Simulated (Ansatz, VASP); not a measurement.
## One calculation of Cs, two programs

```xyz
1
Lattice="-3.1696 3.1696 3.1696 3.1696 -3.1696 3.1696 3.1696 3.1696 -3.1696" Properties=species:S:1:pos:R:3 pbc="T T T"
Cs    0.0000    0.0000    0.0000
```

Alike in both runs: task single point; functional r2SCAN; k mesh 6 × 6 × 6; occupations fermi-dirac, width 0.05 eV; no spin polarisation.

```csv
,VASP,Ansatz
version,VASP 6.6.1,Ansatz 0.2.0
potentials or method,"VASP PAW PBE potentials, release 64 (Cs_sv)",Ansatz PAW
plane-wave cutoff (eV),520,500
valence electrons in the cell,9,9
```

|  | VASP | Ansatz | Ansatz less VASP |
| --- | --- | --- | --- |
| gap on the k mesh at the Fermi level (eV) | none | none | - |
| pressure (GPa) | -0.1 | 0.0 | +0.01 |

VASP's potentials were made for PBE, not for r2SCAN. A gap of «none» marks a metal or a gap that the smearing closes.

Neither program's run includes spin-orbit coupling.
